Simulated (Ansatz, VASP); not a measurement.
Mo in VASP and in Ansatz

```xyz
4
Lattice="-1.3712 -2.3749 0.0000 1.3712 -2.3749 0.0000 0.0000 0.0000 11.4683" Properties=species:S:1:pos:R:3 pbc="T T T"
Mo    0.0000    0.0000    8.7222
Mo    0.0000    0.0000    1.2460
Mo    0.0000    0.0000    3.7381
Mo    0.0000    0.0000    6.2302
```

Alike in both runs: task single point; functional PBEsol; k mesh 25 × 25 × 6; occupations gaussian, width 0.15 eV; no spin polarisation.

|  | VASP | Ansatz |
| --- | --- | --- |
| version | VASP 6.6.1 | Ansatz 0.2.0 |
| potentials or method | VASP PAW PBE potentials, release 64 (Mo_sv), cutoff 520 eV | scalar-relativistic, plane waves, PAW |
| valence electrons in the cell | 56 | 56 |

|  | VASP | Ansatz | Ansatz less VASP |
| --- | --- | --- | --- |
| gap on the k mesh at the Fermi level (eV) | none | none | - |
| pressure (GPa) | -4.8 | -5.2 | -0.43 |
| traceless stress, the component that is largest in VASP (GPa) | -1.60 | -1.73 | -0.125 |
| rms of the force components (eV/Å) | 0.280 | 0.273 | -0.0068 |

VASP's potentials were made for PBE, not for PBEsol. Atom by atom the forces differ by 0.012 eV/Å (rms over components). A gap of «none» marks a metal or a gap that the smearing closes.
